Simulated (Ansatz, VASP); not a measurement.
## Mg: VASP beside Ansatz

File INCAR:

```
SYSTEM = Mg
  ALGO = Normal
  EDIFF = 1E-7
  ENCUT = 520
  GGA = RP
  ISIF = 2
  ISMEAR = -1
  LASPH = .TRUE.
  LCHARG = .FALSE.
  LREAL = .FALSE.
  LWAVE = .FALSE.
  NBANDS = 9
  NELM = 100
  PREC = Accurate
  SIGMA = 0.1
```

File KPOINTS:

```
k-points
0
G
  9 9 9
  0 0 0
```

POSCAR

```
Mg
1.0
    0.0000000000      3.5757047993      3.5757047993
    3.5757047993      0.0000000000      3.5757047993
    3.5757047993      3.5757047993      0.0000000000
Mg
2
Direct
    0.1250000000      0.1250000000      0.1250000000
    0.8750000000      0.8750000000      0.8750000000
```

Input for Ansatz:

```yaml
crystal:
  lattice:
    - [0.0, 3.5757047993, 3.5757047993]
    - [3.5757047993, 0.0, 3.5757047993]
    - [3.5757047993, 3.5757047993, 0.0]
  atoms:
    - { symbol: Mg, position: [0.125, 0.125, 0.125] }
    - { symbol: Mg, position: [0.875, 0.875, 0.875] }
hamiltonian:
  xc: rpbe
  pseudopotentials:
    kind: paw
    azcp:
      Mg: "pseudopotentials/Mg.paw.azcp"
basis:
  ecutwfc: 420
  fft_grid_basis: typed
kpoints:
  mp_grid: { grid: [9, 9, 9], shift: [0, 0, 0] }
magnetization:
  spin_polarized: false
scf:
  occupations: { method: fermi_dirac, width: 0.1 }
  lower_state_search: "off"
output:
  stress: true
  write_density: true
  write_potential: true
  elf: true
  volumetric_format: npy
```

Alike in both runs: task single point; functional RPBE; k mesh 9 × 9 × 9; occupations fermi-dirac, width 0.1 eV; no spin polarisation.

```csv
,VASP,Ansatz
version,VASP 6.6.1,Ansatz 0.2.0
potentials or method,"VASP PAW PBE potentials, release 64 (Mg), cutoff 520 eV","plane waves (420 eV) with PAW, scalar-relativistic"
valence electrons in the cell,4,20
```

Ansatz gave:

* pressure (GPa): -0.6

Task: What did VASP give for the same quantities?

Result: Pressure (GPa): -0.7.

VASP's potentials were made for PBE, not for RPBE. VASP's potentials hold 4 valence electrons a cell and Ansatz's 20, so a difference there can come from the potentials and not from the codes.
